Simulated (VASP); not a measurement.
Here is a VASP 6.6.1 calculation.

File INCAR:

```
SYSTEM = Si2Ni
PREC     = Accurate       ! precision mode
ENCUT    = 600            ! plane-wave cutoff, eV
EDIFF    = 1E-6           ! SCF threshold, eV
ISMEAR   = 0              ! smearing method
SIGMA    = 0.1            ! smearing width, eV
LREAL    = .FALSE.        ! projectors in reciprocal space
LASPH    = .TRUE.         ! aspherical terms in the spheres
NELM     = 120            ! most SCF steps
ALGO     = Normal         ! electronic algorithm
ISIF     = 2              ! what is computed and relaxed
LWAVE    = .FALSE.        ! write WAVECAR
LCHARG   = .FALSE.        ! write CHGCAR
GGA      = PE             ! functional
NBANDS   = 16             ! bands
GGA_COMPAT= .FALSE.
```

File KPOINTS:

```
Automatic mesh
0
G
  6 6 6
  0 0 0
```

POSCAR

```
Si2Ni
1.0
    0.0000000000      2.6950000000      2.6950000000
    2.6950000000      0.0000000000      2.6950000000
    2.6950000000      2.6950000000      0.0000000000
Ni Si
1 2
Direct
    0.0000000000      0.0000000000      0.0000000000
    0.2500000000      0.2500000000      0.2500000000
    0.7500000000      0.7500000000      0.7500000000
```

Potentials or basis: VASP PAW PBE potentials, release 64 (Ni, Si).

Launch:

```bash
$ cat potpaw_PBE.64/Ni/POTCAR potpaw_PBE.64/Si/POTCAR > POTCAR
$ mpirun -np 1 vasp_std > vasp.out
```

Task: What does it give for the pressure?

Result: 5.2 GPa.

Task: Predict the band gap on the k mesh.

Result: Zero (band 9 reaches 12.31 eV, above the bottom of band 10 at 10.20 eV).

Spin polarisation is off, so any magnetic state and its effect on volume and gap are missing.
